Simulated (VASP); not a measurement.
# Cd (Fd-3m) in VASP: a series of runs

Cd is run at these levels: revPBE; tasks: single point, relaxation of cell and atoms.

Program: VASP 6.6.1. These are calculated values, not measurements. Logs are shortened: lines on timing, memory, paths and dates and some standing lists are left out, and cuts for length are marked.

### Step 1. The cell of the first run

The structure is cubic, space group Fd-3m (No. 227). Conventional cell: a = 6.961 Å, b = 6.961 Å, c = 6.961 Å, α = 90.00°, β = 90.00°, γ = 90.00°. Within 4.0 Å of Cd (site symmetry -43m) lie 4 Cd at 3.01 Å.

### Step 2. Single point, revPBE (volume scaled by 1.04)

The input, INCAR:

```
PREC = Accurate
ENCUT = 520
EDIFF = 1E-6
ISMEAR = -1
SIGMA = 0.1
LREAL = F
LASPH = T
NELM = 80
ALGO = Normal
ISIF = 2
LWAVE = F
LCHARG = T
GGA = RE
LELF = T
LVHAR = T
NBANDS = 19
```

The input, KPOINTS:

```
Automatic mesh
0
Gamma
  9 9 9
```

The input, POSCAR:

```
Cd
1.0
    0.0000000000      3.4803495601      3.4803495601
    3.4803495601      0.0000000000      3.4803495601
    3.4803495601      3.4803495601      0.0000000000
Cd
2
Direct
    0.1250000000      0.1250000000      0.1250000000
    0.8750000000      0.8750000000      0.8750000000
```

Potentials or basis: VASP PAW PBE potentials, release 64 (Cd).

Run with:

```bash
> cat potpaw_PBE.64/Cd/POTCAR > POTCAR
> mpirun -np 1 vasp_std > vasp.out
```

OUTCAR:

```text
PREC = Accurate
   ENCUT = 520
   EDIFF = 1E-6
   ISMEAR = -1
   LREAL = F
   LASPH = T
   NELM = 80
   ISIF = 2
   GGA = RE

 ion  position               nearest neighbor table
   1  0.125  0.125  0.125-   2 3.01   2 3.01   2 3.01   2 3.01
   2  0.875  0.875  0.875-   1 3.01   1 3.01   1 3.01   1 3.01

  LATTYP: Found a face centered cubic cell.
 ALAT       =     6.9606991202

  Lattice vectors:

 A1 = (   0.0000000000,   3.4803495601,   3.4803495601)
 A2 = (   3.4803495601,   0.0000000000,   3.4803495601)
 A3 = (   3.4803495601,   3.4803495601,   0.0000000000)

Analysis of symmetry for initial positions (statically):
=====================================================================
 Subroutine PRICEL returns:
 Original cell was already a primitive cell.

 Routine SETGRP: Setting up the symmetry group for a
 face centered cubic supercell.

 Subroutine GETGRP returns: Found 48 space group operations
 (whereof 12 operations were pure point group operations)
 out of a pool of 48 trial point group operations.

The static configuration has the point symmetry D_3d.
 The point group associated with its full space group is O_h .

Analysis of symmetry for dynamics (positions and initial velocities):
=====================================================================
 Subroutine PRICEL returns:
 Original cell was already a primitive cell.

 Routine SETGRP: Setting up the symmetry group for a
 face centered cubic supercell.

 Subroutine GETGRP returns: Found 48 space group operations
 (whereof 12 operations were pure point group operations)
 out of a pool of 48 trial point group operations.

The dynamic configuration has the point symmetry D_3d.
 The point group associated with its full space group is O_h .

 Subroutine INISYM returns: Found 48 space group operations
 (whereof 12 operations are pure point group operations),
 and found     1 'primitive' translations

----------------------------------------------------------------------------------------

                                     Primitive cell

  volume of cell :      84.3138

  direct lattice vectors                    reciprocal lattice vectors
     0.000000000  3.480349560  3.480349560    -0.143663730  0.143663730  0.143663730
     3.480349560  0.000000000  3.480349560     0.143663730 -0.143663730  0.143663730
     3.480349560  3.480349560  0.000000000     0.143663730  0.143663730 -0.143663730

  length of vectors
     4.921957550  4.921957550  4.921957550     0.248832880  0.248832880  0.248832880

  position of ions in fractional coordinates (direct lattice)
     0.125000000  0.125000000  0.125000000
     0.875000000  0.875000000  0.875000000

  ion indices of the primitive-cell ions
   primitive index   ion index
                 1           1
                 2           2

----------------------------------------------------------------------------------------

 KPOINTS: Automatic mesh

Automatic generation of k-mesh.
 Grid dimensions read from file:
 generate k-points for:    9    9    9

 Generating k-lattice:

  Cartesian coordinates                     Fractional coordinates (reciprocal lattice)
    -0.015962637  0.015962637  0.015962637     0.111111111  0.000000000  0.000000000
     0.015962637 -0.015962637  0.015962637     0.000000000  0.111111111  0.000000000
     0.015962637  0.015962637 -0.015962637     0.000000000  0.000000000  0.111111111

  Length of vectors
     0.027648098  0.027648098  0.027648098

  Shift w.r.t. Gamma in fractional coordinates (k-lattice)
     0.000000000  0.000000000  0.000000000

 Subroutine IBZKPT returns following result:
 ===========================================

 Found     35 irreducible k-points:

 Following reciprocal coordinates:
            Coordinates               Weight
  0.000000  0.000000  0.000000      1.000000
  0.111111  0.000000  0.000000      8.000000
  0.222222  0.000000  0.000000      8.000000
  0.333333  0.000000  0.000000      8.000000
  0.444444  0.000000  0.000000      8.000000
  0.111111  0.111111  0.000000      6.000000
[... 16 lines left out ...]
 -0.333333  0.333333  0.000000     12.000000
  0.444444  0.444444  0.000000      6.000000
 [... further k-points ...]
   k-points           NKPTS =     35   k-points in BZ     NKDIM =     35   number of bands    NBANDS=     19
   number of dos      NEDOS =    301   number of ions     NIONS =      2
   total plane-waves  NPLWV =  64000
   dimension x,y,z NGX =    40 NGY =   40 NGZ =   40
   dimension x,y,z NGXF=    80 NGYF=   80 NGZF=   80
   ions per type =               2
   NGX,Y,Z   is equivalent  to a cutoff of  13.51, 13.51, 13.51 a.u.
   NGXF,Y,Z  is equivalent  to a cutoff of  27.02, 27.02, 27.02 a.u.
 SYSTEM =  unknown system
   PREC   = accura    normal or accurate (medium, high low for compatibility)
   ISTART =      0    job   : 0-new  1-cont  2-samecut
   ICHARG =      2    charge: 1-file 2-atom 10-const
   ISPIN  =      1    spin polarized calculation?
   LNONCOLLINEAR =      F non collinear calculations
   LSORBIT =      F    spin-orbit coupling
   LASPH  =      T    aspherical Exc in radial PAW
   ENCUT  =  520.0 eV  38.22 Ry    6.18 a.u.   9.15  9.15  9.15*2*pi/ulx,y,z
   NELM   =     80;   NELMIN=  2; NELMDL= -5     # of ELM steps
   EDIFF  = 0.1E-05   stopping-criterion for ELM
   LREAL  =      F    real-space projection
   EDIFFG = 0.1E-04   stopping-criterion for IOM
   NSW    =      0    number of steps for IOM
   IBRION =     -1    ionic relax: 0-MD 1-quasi-New 2-CG
   NFREE  =      0    steps in history (QN), initial steepest desc. (CG)
   ISIF   =      2    stress and relaxation
   ISYM   =      2    0-nonsym 1-usesym 2-fastsym
   POTIM  = 0.5000    time-step for ionic-motion
   TEBEG  =    0.0;   TEEND  =   0.0 temperature during run
   PSTRESS=    0.0 pullay stress
   NELECT =      24.0000    total number of electrons
   NUPDOWN=      -1.0000    fix difference up-down
   EMIN   =  10.00;   EMAX   =-10.00  energy-range for DOS
   EFERMI =   0.00;   METHOD = LEGACY
   ISMEAR =    -1;   SIGMA  =   0.10  broadening in eV -4-tet -1-fermi 0-gaus
   EFERMI_NEDOS =   21; number of points for ismear=-14 and -15
   IALGO  =     38    algorithm
   IMIX   =      4    mixing-type and parameters
     AMIX     =   0.40;   BMIX     =  1.00
     AMIX_MAG =   1.60;   BMIX_MAG =  1.00
  volume/ion in A,a.u.               =      42.16       284.49
  Fermi-wavevector in a.u.,A,eV,Ry     =   1.076909  2.035063 15.779128  1.159733
  Thomas-Fermi vector in A             =   2.212806
   LORBIT       =      0    0 simple, 1 ext, 2 COOP (PROOUT), +10 PAW based schemes
   GGA     = RE    functional components
   LHFCALC =     F    Hartree Fock is set to
   AEXX    =    0.0000 exact exchange contribution
   IVDW    =     0    specifies the selected vdW correction
   LEPSILON=     F    determine dielectric tensor
   LRPA    =     F    only Hartree local field effects (RPA)
 non-spin polarized calculation
  energy-cutoff  :      520.00
  volume of cell :       84.31
 maximum number of plane-waves:      2285
 NGX is ok and might be reduce to    40
   NGX = 19   NGY = 19   NGZ = 19

 number of electron      24.0000005 magnetization

 Free energy of the ion-electron system (eV)
  ---------------------------------------------------
  ext. energy  EPLUGINS =         0.00000000
  ---------------------------------------------------
  free energy    TOTEN  =        -0.33902093 eV

  energy without entropy =       -0.29538231  energy(sigma->0) =       -0.31720162

 E-fermi :  -0.0791     XC(G=0):  -7.4165

 val. band max:       -0.0960665091   @ k =  -0.3333   0.4444   0.1111
 cond. band min:      -0.0652146795   @ k =  -0.3333   0.4444   0.2222
 fundamental gap:      0.0308518296
 Fermi energy:        -0.0791288347

 k-point     1 :       0.0000    0.0000    0.0000
  band No.  band energies     occupation
      1      -9.1321      2.00000
      2      -9.1321      2.00000
      3      -9.1321      2.00000
      4      -9.0894      2.00000
      5      -9.0894      2.00000
      6      -8.5951      2.00000
[... 11 lines left out ...]
     18       4.9078      0.00000
     19       6.4210      0.00000

 k-point     2 :       0.1111    0.0000    0.0000
  band No.  band energies     occupation
      1      -9.1542      2.00000
      2      -9.1542      2.00000
      3      -9.1296      2.00000
      4      -9.0593      2.00000
      5      -9.0593      2.00000
      6      -8.6072      2.00000
[... 11 lines left out ...]
     18       5.6147      0.00000
     19       7.1888      0.00000

 k-point     3 :       0.2222    0.0000    0.0000
  band No.  band energies     occupation
      1      -9.1750      2.00000
      2      -9.1750      2.00000
      3      -9.1235      2.00000
      4      -9.0209      2.00000
      5      -9.0209      2.00000
      6      -8.6282      2.00000
[... 11 lines left out ...]
     18       6.8310      0.00000
     19       7.4976      0.00000

 k-point     4 :       0.3333    0.0000    0.0000
  band No.  band energies     occupation
      1      -9.1818      2.00000
      2      -9.1818      2.00000
      3      -9.1168      2.00000
      4      -9.0000      2.00000
      5      -9.0000      2.00000
      6      -8.6553      2.00000
[... 11 lines left out ...]
     18       7.0158      0.00000
     19       8.2312      0.00000

 k-point     5 :       0.4444    0.0000    0.0000
  band No.  band energies     occupation
      1      -9.1808      2.00000
      2      -9.1808      2.00000
      3      -9.1124      2.00000
      4      -8.9958      2.00000
      5      -8.9958      2.00000
      6      -8.6732      2.00000
[... 11 lines left out ...]
     18       6.7455      0.00000
     19       9.7329      0.00000
[... 334 lines left out ...]
      2      -9.1883      2.00000
      3      -9.1209      2.00000
      4      -8.9515      2.00000
      5      -8.8928      2.00000
      6      -8.7871      2.00000
[... 11 lines left out ...]
     18       8.8383      0.00000
     19      10.9197      0.00000

 k-point    22 :      -0.4444    0.3333    0.0000
  band No.  band energies     occupation
      1      -9.2418      2.00000
      2      -9.1981      2.00000
      3      -9.0731      2.00000
      4      -8.9284      2.00000
      5      -8.8522      2.00000
      6      -8.7975      2.00000
[... 11 lines left out ...]
     18       8.4376      0.00000
     19       9.6764      0.00000

 k-point    23 :      -0.3333    0.3333    0.0000
  band No.  band energies     occupation
      1      -9.2492      2.00000
      2      -9.2066      2.00000
      3      -9.0535      2.00000
      4      -8.8749      2.00000
      5      -8.8448      2.00000
      6      -8.8441      2.00000
[... 11 lines left out ...]
     18       7.7697      0.00000
     19       8.1756      0.00000

 k-point    24 :       0.4444    0.4444    0.0000
  band No.  band energies     occupation
      1      -9.1916      2.00000
      2      -9.1916      2.00000
      3      -9.1187      2.00000
      4      -9.0290      2.00000
      5      -8.8400      2.00000
      6      -8.7377      2.00000
[... 11 lines left out ...]
     18       9.9713      0.00000
     19      10.7112      0.00000

 [... further k-points ...]
[... 5 lines left out ...]
  --------------------------------------------------------------------------------------
  -------------------------------------------------------------------------------------
  Total       -0.1028343     -0.1028343     -0.1028343     -0.0000000     -0.0000000     -0.0000000
  in kB       -1.9541135     -1.9541135     -1.9541135     -0.0000000     -0.0000000     -0.0000000
  external PRESSURE =      -1.9541135 kB  Pullay stress =       0.0000000 kB

 VOLUME and BASIS-vectors are now :
 -----------------------------------------------------------------------------
  energy-cutoff  :      520.00
  volume of cell :       84.31
      direct lattice vectors                 reciprocal lattice vectors
     0.000000000  3.480349560  3.480349560    -0.143663730  0.143663730  0.143663730
     3.480349560  0.000000000  3.480349560     0.143663730 -0.143663730  0.143663730
     3.480349560  3.480349560  0.000000000     0.143663730  0.143663730 -0.143663730

 POSITION                                       TOTAL-FORCE (eV/Angst)
 -----------------------------------------------------------------------------------
      0.87009      0.87009      0.87009        -0.000000     -0.000000     -0.000000
      6.09061      6.09061      6.09061         0.000000      0.000000      0.000000
 -----------------------------------------------------------------------------------
    total drift:                                0.000000      0.000000     -0.000000

  FREE ENERGIE OF THE ION-ELECTRON SYSTEM (eV)
  ---------------------------------------------------
  free  energy   TOTEN  =        -0.3390209332 eV

  energy  without entropy=       -0.2953823092  energy(sigma->0) =       -0.31720162
```

Wall time 52 s (1 thread of Intel Xeon Platinum 8175M at 2.50GHz (Skylake/Cascade Lake), shared host); peak memory 0.24 GiB.

Results:

- Free energy: -0.3390 eV
- Pressure: -0.2 GPa
- Band gap on the k mesh: zero (band 12 reaches 3.65 eV, above the bottom of band 13 at -0.34 eV)

Caveat: the PAW data sets were made with another functional, which shifts forces and pressure a little.

(Continued in part 2 of 2.)
